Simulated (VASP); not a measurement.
The system is LiH.

```
Li H
1.0
     3.25482    0.00000    0.00000
    -1.62741    2.81876    0.00000
     0.00000    0.00000    4.06907
Li H
2 2
Direct
  0.33333 0.66667 0.25000
  0.66667 0.33333 0.75000
  0.66667 0.33333 0.25000
  0.33333 0.66667 0.75000
```

Base run:

- Program: VASP 6.6.1
- Functional: r2SCAN
- Potentials or basis: VASP PAW PBE potentials, release 64 (Li_sv, H)
- Cutoff: 520 eV
- k mesh: 9 × 9 × 6
- Occupations: gaussian, width 0.01 eV
- Spin: no spin polarisation

Its results: band gap on the k mesh 2.30 eV (least direct gap 3.61 eV).

Task: The run is repeated on the same cell with these changes: functional from r2SCAN to PBE; further incar settings from ALGO = Normal; EDIFF = 1e-07; NBANDS = 12 to ALGO = Normal; EDIFF = 1e-06; NBANDS = 12. What comes out?

Result: Band gap on the k mesh 1.83 eV (least direct gap 3.07 eV).

A k mesh can miss the band edges.
